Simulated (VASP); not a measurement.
# La (P6_3/mmc) in VASP: a series of runs

La is run at these levels: r2SCAN; tasks: single point.

Program: VASP 6.6.1. These are calculated values, not measurements. Logs are shortened: lines on timing, memory, paths and dates and some standing lists are left out, and cuts for length are marked.

### Step 1. The cell of the first run

The structure is hexagonal, space group P6_3/mmc (No. 194). Conventional cell: a = 3.787 Å, b = 3.787 Å, c = 12.062 Å, α = 90.00°, β = 90.00°, γ = 120.00°. Within 4.9 Å of La (site symmetry -3m) lie 12 La at 3.72 to 3.79 Å. La (site symmetry -6m2) has 12 La at 3.72 to 3.79 Å within 4.9 Å.

### Step 2. Single point, r2SCAN

The input, POSCAR:

```
La
1.0
    3.7871652420      0.0000000000      0.0000000000
   -1.8935826210      3.2797813079      0.0000000000
    0.0000000000      0.0000000000     12.0620946415
La
4
Direct
    1.0000000000      0.0000000000      0.0000000000
    1.0000000000      0.0000000000      0.5000000000
    0.3333333333      0.6666666667      0.7500000000
    0.6666666667      0.3333333333      0.2500000000
```

The input, INCAR.step1:

```
PREC     = Accurate       # precision mode
ENCUT    = 520            # plane-wave cutoff, eV
ISMEAR   = 0              # smearing method
SIGMA    = 0.03           # smearing width, eV
LREAL    = F              # projectors in reciprocal space
LASPH    = T              # aspherical terms in the spheres
NELM     = 100            # most SCF steps
NBANDS   = 30             # bands
GGA      = PE             # functional
ALGO     = Normal         # electronic algorithm
EDIFF    = 1E-4           # SCF threshold, eV
LWAVE    = T              # write WAVECAR
LCHARG   = F              # write CHGCAR
```

The input, INCAR.step2:

```
PREC     = Accurate       # precision mode
ENCUT    = 520            # plane-wave cutoff, eV
EDIFF    = 1E-6           # SCF threshold, eV
ISMEAR   = 0              # smearing method
SIGMA    = 0.03           # smearing width, eV
LREAL    = F              # projectors in reciprocal space
LASPH    = T              # aspherical terms in the spheres
NELM     = 100            # most SCF steps
ALGO     = Normal         # electronic algorithm
ISIF     = 2              # what is computed and relaxed
LWAVE    = F              # write WAVECAR
LCHARG   = F              # write CHGCAR
METAGGA  = R2SCAN         # meta-GGA
LMIXTAU  = T            
NBANDS   = 30             # bands
ISTART   = 1
```

The input, KPOINTS:

```
regular mesh
0
Gamma
  10 10 3
```

Potentials or basis: VASP PAW PBE potentials, release 64 (La).

Started as:

```console
cat potpaw_PBE.64/La/POTCAR > POTCAR
cp INCAR.step1 INCAR
mpirun -np 1 vasp_std > vasp.out
cp INCAR.step2 INCAR
mpirun -np 1 vasp_std > vasp.out
```

OUTCAR:

```text
PREC = Accurate
   ENCUT = 520
   EDIFF = 1E-6
   ISMEAR = 0
   LREAL = F
   LASPH = T
   NELM = 100
   ISIF = 2
   METAGGA = R2SCAN
   ISTART = 1

 ion  position               nearest neighbor table
   1  0.000  0.000  0.000-
   2  0.000  0.000  0.500-
   3  0.333  0.667  0.750-
   4  0.667  0.333  0.250-

  LATTYP: Found a hexagonal cell.
 ALAT       =     3.7871652420
 C/A-ratio  =     3.1849929619

  Lattice vectors:

 A1 = (   3.7871652420,   0.0000000000,   0.0000000000)
 A2 = (  -1.8935826210,   3.2797813079,   0.0000000000)
 A3 = (   0.0000000000,   0.0000000000,  12.0620946415)

Analysis of symmetry for initial positions (statically):
=====================================================================
 Subroutine PRICEL returns:
 Original cell was already a primitive cell.

 Routine SETGRP: Setting up the symmetry group for a
 hexagonal supercell.

 Subroutine GETGRP returns: Found 24 space group operations
 (whereof 12 operations were pure point group operations)
 out of a pool of 24 trial point group operations.

The static configuration has the point symmetry D_3d.
 The point group associated with its full space group is D_6h.

Analysis of symmetry for dynamics (positions and initial velocities):
=====================================================================
 Subroutine PRICEL returns:
 Original cell was already a primitive cell.

 Routine SETGRP: Setting up the symmetry group for a
 hexagonal supercell.

 Subroutine GETGRP returns: Found 24 space group operations
 (whereof 12 operations were pure point group operations)
 out of a pool of 24 trial point group operations.

The dynamic configuration has the point symmetry D_3d.
 The point group associated with its full space group is D_6h.

 Subroutine INISYM returns: Found 24 space group operations
 (whereof 12 operations are pure point group operations),
 and found     1 'primitive' translations

----------------------------------------------------------------------------------------

                                     Primitive cell

  volume of cell :     149.8242

  direct lattice vectors                    reciprocal lattice vectors
     3.787165242  0.000000000  0.000000000     0.264049741  0.152449189  0.000000000
    -1.893582621  3.279781308  0.000000000     0.000000000  0.304898378  0.000000000
     0.000000000  0.000000000 12.062094641     0.000000000  0.000000000  0.082904340

  length of vectors
     3.787165242  3.787165242 12.062094641     0.304898378  0.304898378  0.082904340

  position of ions in fractional coordinates (direct lattice)
     0.000000000  0.000000000  0.000000000
     0.000000000  0.000000000  0.500000000
     0.333333333  0.666666667  0.750000000
     0.666666667  0.333333333  0.250000000

  ion indices of the primitive-cell ions
   primitive index   ion index
                 1           1
                 2           2
                 3           3
                 4           4

----------------------------------------------------------------------------------------

 KPOINTS: regular mesh

Automatic generation of k-mesh.
 Grid dimensions read from file:
 generate k-points for:   10   10    3

 Generating k-lattice:

  Cartesian coordinates                     Fractional coordinates (reciprocal lattice)
     0.026404974  0.015244919  0.000000000     0.100000000  0.000000000  0.000000000
     0.000000000  0.030489838  0.000000000     0.000000000  0.100000000  0.000000000
     0.000000000  0.000000000  0.027634780     0.000000000  0.000000000  0.333333333

  Length of vectors
     0.030489838  0.030489838  0.027634780

  Shift w.r.t. Gamma in fractional coordinates (k-lattice)
     0.000000000  0.000000000  0.000000000

 Subroutine IBZKPT returns following result:
 ===========================================

 Found     28 irreducible k-points:

 Following reciprocal coordinates:
            Coordinates               Weight
  0.000000  0.000000  0.000000      1.000000
  0.100000  0.000000  0.000000      6.000000
  0.200000  0.000000  0.000000      6.000000
  0.300000  0.000000  0.000000      6.000000
  0.400000  0.000000  0.000000      6.000000
  0.500000  0.000000  0.000000      3.000000
[... 16 lines left out ...]
  0.300000  0.100000  0.333333     24.000000
  0.400000  0.100000  0.333333     24.000000
 [... further k-points ...]
   k-points           NKPTS =     28   k-points in BZ     NKDIM =     28   number of bands    NBANDS=     30
   number of dos      NEDOS =    301   number of ions     NIONS =      4
   total plane-waves  NPLWV =  70560
   dimension x,y,z NGX =    28 NGY =   28 NGZ =   90
   dimension x,y,z NGXF=    56 NGYF=   56 NGZF=  180
   ions per type =               4
   NGX,Y,Z   is equivalent  to a cutoff of  12.29, 12.29, 12.40 a.u.
   NGXF,Y,Z  is equivalent  to a cutoff of  24.58, 24.58, 24.81 a.u.
 SYSTEM =  unknown system
   PREC   = accura    normal or accurate (medium, high low for compatibility)
   ISTART =      1    job   : 0-new  1-cont  2-samecut
   ICHARG =      0    charge: 1-file 2-atom 10-const
   ISPIN  =      1    spin polarized calculation?
   LNONCOLLINEAR =      F non collinear calculations
   LSORBIT =      F    spin-orbit coupling
   LASPH  =      T    aspherical Exc in radial PAW
   ENCUT  =  520.0 eV  38.22 Ry    6.18 a.u.   7.04  7.04 22.43*2*pi/ulx,y,z
   NELM   =    100;   NELMIN=  2; NELMDL=  0     # of ELM steps
   EDIFF  = 0.1E-05   stopping-criterion for ELM
   LREAL  =      F    real-space projection
   EDIFFG = 0.1E-04   stopping-criterion for IOM
   NSW    =      0    number of steps for IOM
   IBRION =     -1    ionic relax: 0-MD 1-quasi-New 2-CG
   NFREE  =      0    steps in history (QN), initial steepest desc. (CG)
   ISIF   =      2    stress and relaxation
   ISYM   =      2    0-nonsym 1-usesym 2-fastsym
   POTIM  = 0.5000    time-step for ionic-motion
   TEBEG  =    0.0;   TEEND  =   0.0 temperature during run
   PSTRESS=    0.0 pullay stress
   NELECT =      44.0000    total number of electrons
   NUPDOWN=      -1.0000    fix difference up-down
   EMIN   =  10.00;   EMAX   =-10.00  energy-range for DOS
   EFERMI =   0.00;   METHOD = LEGACY
   ISMEAR =     0;   SIGMA  =   0.03  broadening in eV -4-tet -1-fermi 0-gaus
   EFERMI_NEDOS =   21; number of points for ismear=-14 and -15
   IALGO  =     38    algorithm
   IMIX   =      4    mixing-type and parameters
     AMIX     =   0.40;   BMIX     =  1.00
     AMIX_MAG =   1.60;   BMIX_MAG =  1.00
  volume/ion in A,a.u.               =      37.46       252.77
  Fermi-wavevector in a.u.,A,eV,Ry     =   1.088174  2.056351 16.110973  1.184123
  Thomas-Fermi vector in A             =   2.224350
   LORBIT       =      0    0 simple, 1 ext, 2 COOP (PROOUT), +10 PAW based schemes
   METAGGA = R2SCAN    functional components
   LHFCALC =     F    Hartree Fock is set to
   AEXX    =    0.0000 exact exchange contribution
   IVDW    =     0    specifies the selected vdW correction
   LEPSILON=     F    determine dielectric tensor
   LRPA    =     F    only Hartree local field effects (RPA)
 non-spin polarized calculation
 Gauss-broadening in eV      SIGMA  =   0.03
  energy-cutoff  :      520.00
  volume of cell :      149.82
 maximum number of plane-waves:      4055
   NGX = 15   NGY = 15   NGZ = 45

 number of electron      43.9999998 magnetization

 Free energy of the ion-electron system (eV)
  ---------------------------------------------------
  ext. energy  EPLUGINS =         0.00000000
  ---------------------------------------------------
  free energy    TOTEN  =      -118.97273120 eV

  energy without entropy =     -118.96986559  energy(sigma->0) =     -118.97129839

 E-fermi :   7.8977     XC(G=0): -10.1785

 val. band max:        7.8966899710   @ k =   0.2000   0.2000   0.3333
 cond. band min:       7.9331084571   @ k =   0.3000   0.2000   0.3333
 fundamental gap:      0.0364184861
 Fermi energy:         7.8977236171

 k-point     1 :       0.0000    0.0000    0.0000
  band No.  band energies     occupation
      1     -26.2053      2.00000
      2     -26.1120      2.00000
      3     -26.0737      2.00000
      4     -25.9764      2.00000
      5     -10.1675      2.00000
      6      -9.4912      2.00000
[... 22 lines left out ...]
     29       9.5268      0.00000
     30       9.5522      0.00000

 k-point     2 :       0.1000    0.0000    0.0000
  band No.  band energies     occupation
      1     -26.1891      2.00000
      2     -26.1002      2.00000
      3     -26.0619      2.00000
      4     -25.9695      2.00000
      5     -10.1246      2.00000
      6      -9.5072      2.00000
[... 22 lines left out ...]
     29       9.6378      0.00000
     30       9.6452      0.00000

 k-point     3 :       0.2000    0.0000    0.0000
  band No.  band energies     occupation
      1     -26.1450      2.00000
      2     -26.0691      2.00000
      3     -26.0308      2.00000
      4     -25.9523      2.00000
      5     -10.0049      2.00000
      6      -9.5956      2.00000
[... 22 lines left out ...]
     29       9.5876      0.00000
     30       9.6755      0.00000

 k-point     4 :       0.3000    0.0000    0.0000
  band No.  band energies     occupation
      1     -26.0864      2.00000
      2     -26.0303      2.00000
      3     -25.9920      2.00000
      4     -25.9345      2.00000
      5      -9.8791      2.00000
      6      -9.8030      2.00000
[... 22 lines left out ...]
     29       9.4309      0.00000
     30       9.7603      0.00000

 k-point     5 :       0.4000    0.0000    0.0000
  band No.  band energies     occupation
      1     -26.0326      2.00000
      2     -25.9985      2.00000
      3     -25.9603      2.00000
      4     -25.9256      2.00000
      5     -10.0155      2.00000
      6     -10.0133      2.00000
[... 22 lines left out ...]
     29       9.7253      0.00000
     30       9.8637      0.00000
[... 526 lines left out ...]
     29       9.6098      0.00000
     30       9.6728      0.00000

 k-point    22 :       0.2000    0.1000    0.3333
  band No.  band energies     occupation
      1     -26.0970      2.00000
      2     -26.0694      2.00000
      3     -25.9794      2.00000
      4     -25.9508      2.00000
      5      -9.8787      2.00000
      6      -9.8101      2.00000
[... 22 lines left out ...]
     29       9.5765      0.00000
     30       9.7203      0.00000

 k-point    23 :       0.3000    0.1000    0.3333
  band No.  band energies     occupation
      1     -26.0431      2.00000
      2     -26.0241      2.00000
      3     -25.9542      2.00000
      4     -25.9348      2.00000
      5      -9.9189      2.00000
      6      -9.8414      2.00000
[... 22 lines left out ...]
     29       9.4879      0.00000
     30       9.6269      0.00000

 k-point    24 :       0.4000    0.1000    0.3333
  band No.  band energies     occupation
      1     -26.0047      2.00000
      2     -25.9939      2.00000
      3     -25.9405      2.00000
      4     -25.9295      2.00000
      5     -10.0162      2.00000
      6      -9.9964      2.00000
[... 22 lines left out ...]
     29       9.7441      0.00000
     30       9.8227      0.00000

 [... further k-points ...]
[... 5 lines left out ...]
  --------------------------------------------------------------------------------------
  -------------------------------------------------------------------------------------
  Total        0.1577990      0.1577990     -0.0586242      0.0000000      0.0000000      0.0000000
  in kB        1.6874583      1.6874583     -0.6269106      0.0000000      0.0000000      0.0000000
  external PRESSURE =       0.9160020 kB  Pullay stress =       0.0000000 kB

 VOLUME and BASIS-vectors are now :
 -----------------------------------------------------------------------------
  energy-cutoff  :      520.00
  volume of cell :      149.82
      direct lattice vectors                 reciprocal lattice vectors
     3.787165242  0.000000000  0.000000000     0.264049741  0.152449189  0.000000000
    -1.893582621  3.279781308  0.000000000     0.000000000  0.304898378  0.000000000
     0.000000000  0.000000000 12.062094641     0.000000000  0.000000000  0.082904340

 POSITION                                       TOTAL-FORCE (eV/Angst)
 -----------------------------------------------------------------------------------
      0.00000      0.00000      0.00000        -0.000000      0.000000     -0.000000
      0.00000      0.00000      6.03105        -0.000000      0.000000     -0.000000
     -0.00000      2.18652      9.04657         0.000000     -0.000000     -0.000000
      1.89358      1.09326      3.01552        -0.000000      0.000000      0.000000
 -----------------------------------------------------------------------------------
    total drift:                               -0.000000     -0.000000      0.000000

  FREE ENERGIE OF THE ION-ELECTRON SYSTEM (eV)
  ---------------------------------------------------
  free  energy   TOTEN  =      -118.9727311979 eV

  energy  without entropy=     -118.9698655861  energy(sigma->0) =     -118.97129839
```

Run time: 11 min. Hardware: 1 thread of Intel Xeon Platinum 8259CL at 2.50GHz (Skylake/Cascade Lake), shared host; peak memory 0.34 GiB.

What came out:

* Free energy: -118.9727 eV
* Pressure: 0.1 GPa
* Band gap on the k mesh: zero (bands 22 and 23 overlap by 1.29 eV)

Caveat: the PAW data sets were made with another functional, which shifts forces and pressure a little; spin-orbit coupling is left out, which moves the levels of the heavy elements.

(Continued in part 2 of 2.)

The gap in the log of VASP goes by the Fermi energy; the results here count the filled bands.